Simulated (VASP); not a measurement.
Crystal: Te2Mo.

```
CELL_PARAMETERS angstrom
0.00000 3.34113 3.34113
3.34113 0.00000 3.34113
3.34113 3.34113 0.00000
ATOMIC_POSITIONS crystal
Te 0.25000 0.25000 0.25000
Te 0.75000 0.75000 0.75000
Mo 0.00000 0.00000 0.00000
```

The cell was built from a structure type or drawn by symmetry, and may not be a known phase.

```yaml
Program: VASP 6.6.1
Task: relaxation of cell and atoms
Functional: PBE
Potentials_or_basis: VASP PAW PBE potentials, release 64 (Te, Mo_sv)
Cutoff: 600 eV
k_mesh: 12 × 12 × 12
Occupations: gaussian, width 0.1 eV
Spin: collinear spin
Starting_moments: "[0.0, 0.0, 1.44] μB"
```

At the start: pressure 1.4 GPa; volume 24.87 Å³/atom.

Problem. How do energy, volume and symmetry change on relaxing?

Solution. Over 3 steps the energy falls by 2.4 meV/atom and the volume is 25.44 Å³/atom (+2.3 %); space group Fm-3m (No. 225, to 0.1 Å) before and after; moment 1.62 μB per cell.

The path:
```
step  energy change (eV)  largest force (eV/Å)  pressure (GPa)  volume (Å³)
   1              0.0000                0.0000            1.35        74.60
   2             -0.0065                0.0000           -0.49        76.88
   3             -0.0073                0.0000            0.02        76.31
```

Final structure:
```
Te Mo
1.0
     0.00000    3.36649    3.36649
     3.36649    0.00000    3.36649
     3.36649    3.36649    0.00000
Te Mo
2 1
Direct
  0.25000 0.25000 0.25000
  0.75000 0.75000 0.75000
  0.00000 0.00000 0.00000
```
